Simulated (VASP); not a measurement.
Ga: electric field gradients with PBEsol

Ga:

```
Ga
1.0
     2.24781   -3.80962    0.00000
     2.24781    3.80962    0.00000
     0.00000    0.00000    4.50159
Ga
4
Direct
  0.15250 0.84750 0.07850
  0.65250 0.34750 0.42150
  0.84750 0.15250 0.92150
  0.34750 0.65250 0.57850
```

This cell differs from its parent crystal: volume scaled by 0.99.

| Quantity | Value |
| --- | --- |
| Program | VASP 6.6.1 |
| Task | electric field gradients |
| Functional | PBEsol |
| Potentials or basis | VASP PAW PBE potentials, release 64 (Ga_d) |
| Cutoff | 520 eV |
| k mesh | 9 × 9 × 8 |
| Occupations | fermi-dirac, width 0.05 eV |
| Spin | no spin polarisation |
| Dipole correction | no |
| Further INCAR settings | ALGO = Normal; EDIFF = 1e-08; NBANDS = 34 |

The pressure is -0.6 GPa, the largest force is 0.441 eV/Å and the band gap on the k mesh is zero (band 26 reaches 5.44 eV, above the bottom of band 27 at 4.16 eV).

Forces in eV/Å, atoms in the order of the input:
```
Ga   0.000 -0.425  0.120
Ga   0.000 -0.425 -0.120
Ga   0.000  0.425 -0.120
Ga   0.000  0.425  0.120
```

Stress tensor (GPa, compression positive):
```
-1.32  0.00  0.00
 0.00  0.99  0.00
 0.00  0.00 -1.37
```

Levels at points of the mesh, in eV from the Fermi level:
| k point | band 23 | band 24 | band 25 | band 26 | band 27 | band 28 | band 29 | band 30 |
| --- | --- | --- | --- | --- | --- | --- | --- | --- |
| (0.00, 0.00, 0.00) | -3.69 | -1.65 | -1.59 | -0.89 | 0.91 | 0.95 | 0.98 | 5.18 |
| (0.00, 0.00, 0.50) | -0.13 | -0.13 | 0.01 | 0.01 | 0.12 | 0.12 | 2.17 | 2.17 |

Electric field gradients, principal values (V/Å²):
```
atom   least  middle  greatest (by size)
1 Ga  22.486  29.668             -52.154
2 Ga  22.486  29.668             -52.154
3 Ga  22.486  29.668             -52.154
4 Ga  22.486  29.668             -52.154
```

Wall time 4.7 min on 1 thread of Intel Xeon 6975P-C, on a shared host, peak memory 0.36 GiB.

Caveat: without QUAD_EFG the Cq values of the log hold for a quadrupole moment of 1 mb, not for the nuclei; the PAW data sets were made with another functional, which shifts forces and pressure a little.
